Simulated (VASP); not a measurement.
CuO:

```
CELL_PARAMETERS angstrom
2.37267 -1.73382 0.00000
2.37267 1.73382 0.00000
-0.86121 0.00000 5.12443
ATOMIC_POSITIONS crystal
Cu 0.50000 0.00000 0.50000
Cu 0.00000 0.50000 0.00000
O 0.41840 0.58160 0.75000
O 0.58160 0.41840 0.25000
```

Base run:

```yaml
Program: VASP 6.6.1
Functional: LDA
Potentials_or_basis: VASP PAW LDA potentials, release 64 (Cu_sv_GW, O)
Cutoff: 820 eV
k_mesh: 10 × 10 × 5
Occupations: fermi-dirac, width 0.05 eV
Spin: no spin polarisation
```

Its results: band gap on the k mesh zero (bands 25 and 26 overlap by 0.60 eV); pressure -15.7 GPa; largest force 0.555 eV/Å.

Task: The run is repeated on the same cell with these changes: potentials or basis from VASP PAW LDA potentials, release 64 (Cu_sv_GW, O) to VASP PAW LDA potentials, release 64 (Cu, O); cutoff from 820 eV to 520 eV; further incar settings from ALGO = Normal; EDIFF = 1e-06; NBANDS = 33 to ALGO = Normal; EDIFF = 1e-07; NBANDS = 25; valence electrons from 50 to 34. What comes out?

Result: Band gap on the k mesh zero (bands 17 and 18 overlap by 0.61 eV); pressure -14.7 GPa; largest force 0.537 eV/Å.

Caveats: semilocal functionals often make such compounds metallic where correlation or magnetic order opens a gap, which also shifts bond lengths; the stress differs along the axes, from -20 to -11 GPa (at least some runs); the stress differs along the axes, from -18 to -10 GPa (at least some runs).
